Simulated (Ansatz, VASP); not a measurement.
**One calculation of In, two programs**

```
In
1.0
     3.27269    0.00000    0.00000
    -1.63634    2.83423    0.00000
     0.00000    0.00000   10.61893
In
4
Cartesian
  0.0000 0.0000 10.6189
  0.0000 0.0000 5.3095
  0.0000 1.8895 2.6547
  1.6363 0.9447 7.9642
```

Alike in both runs: task single point; functional LDA; k mesh 12 × 12 × 4; occupations fermi-dirac, width 0.1 eV; no spin polarisation.

|  | VASP | Ansatz |
| --- | --- | --- |
| version | VASP 6.6.1 | Ansatz 0.2.0 |
| potentials or method | VASP PAW LDA potentials, release 64 (In_d), cutoff 520 eV | plane waves (420 eV) with PAW, scalar-relativistic |
| valence electrons in the cell | 52 | 52 |

```tsv
	VASP	Ansatz	Ansatz less VASP
pressure (GPa)	0.0	0.0	-0.01
traceless stress, the component that is largest in VASP (GPa)	0.08	0.07	-0.001
```

Ansatz warns that its potentials were made for another functional, while VASP's fit it. LDA's correlation is that of Perdew and Zunger in VASP and of Perdew and Wang (1992) in Ansatz.
